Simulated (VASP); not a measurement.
LiSc12 (a cell with a defect), 13 atoms in the cell. The cell holds a defect, 13 atoms: a = 6.620 Å, b = 9.930 Å, c = 5.276 Å, α = 90.00°, β = 90.00°, γ = 120.00°. 

| Quantity | Value |
| --- | --- |
| Program | VASP 6.6.1 |
| Task | single point |
| Functional | PBE |
| Dispersion | D3(BJ) |
| Potentials or basis | VASP PAW PBE potentials, release 64 (Sc_sv, Li_sv) |
| Cutoff | 520 eV |
| k mesh | 3 × 2 × 3 |
| Occupations | gaussian, width 0.1 eV |
| Spin | no spin polarisation |
| Dipole correction | no |
| Further INCAR settings | ALGO = Normal; EDIFF = 1e-06; NBANDS = 80 |

Potentials or basis: VASP PAW PBE potentials, release 64 (Sc_sv, Li_sv).

The run is started by

```console
$ cat potpaw_PBE.64/Sc_sv/POTCAR potpaw_PBE.64/Li_sv/POTCAR > POTCAR
$ mpirun -np 1 vasp_std > vasp.out
```

Hardware: 1 thread of Intel(R) Xeon(R) Platinum 8375C CPU @ 2.90GHz (Ice Lake), with other jobs on the host.

How long does it take, and how much memory?

Wall time 8.3 min on 1 thread of Intel(R) Xeon(R) Platinum 8375C CPU @ 2.90GHz (Ice Lake), with other jobs on the host, peak memory 0.48 GiB. Counts: scf iterations 20, k points 10.
